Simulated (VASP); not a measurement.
Write the native input for VASP 6.6.1 that does the following.

* Task: single point
* Functional: PBE
* Potentials or basis: VASP PAW PBE potentials, release 64 (La, O)
* Cutoff: 520 eV
* k mesh: 6 × 6 × 4
* Occupations: gaussian, width 0.01 eV
* Spin: no spin polarisation
* Dipole correction: no
* Further INCAR settings: ALGO = Normal; EDIFF = 1e-06; NBANDS = 28

The structure of La2O3 (A-type lanthanum oxide) lies in POSCAR:

```
La2O3
1.0
    3.9380000000      0.0000000000      0.0000000000
   -1.9690000000      3.4104080401      0.0000000000
    0.0000000000      0.0000000000      6.1360000000
La O
2 3
Direct
    0.3333333333      0.6666666667      0.2465857524
    0.6666666667      0.3333333333      0.7534142476
    0.3333333333      0.6666666667      0.6459148686
    0.6666666667      0.3333333333      0.3540851314
    0.0000000000      0.0000000000      0.0000000000
```

One way to write it, as run:

INCAR

```
PREC = Accurate ; ENCUT = 520
EDIFF = 1E-6 ; ISMEAR = 0
SIGMA = 0.01 ; LREAL = F
LASPH = T ; NELM = 100
ALGO = Normal ; ISIF = 2
LWAVE = F ; LCHARG = F
GGA = PE ; NBANDS = 28
```

KPOINTS

```
Automatic mesh
0
Gamma
  6 6 4
```

Potentials or basis: VASP PAW PBE potentials, release 64 (La, O).

Launch:

```sh
$ cat potpaw_PBE.64/La/POTCAR potpaw_PBE.64/O/POTCAR > POTCAR
$ mpirun -np 1 vasp_std > vasp.out
```

Results of the run:

```
Pressure               : 0.7 GPa
Largest force          : 0.012 eV/Å
Band gap on the k mesh : 3.85 eV, indirect (least direct gap 3.98 eV)
```

Caveat: spin-orbit coupling is left out, which moves the levels of the heavy elements.

Run time: 72 s on 1 thread of AMD EPYC 7R13 Processor (Zen 3) (shared host), peak memory 0.2 GiB.
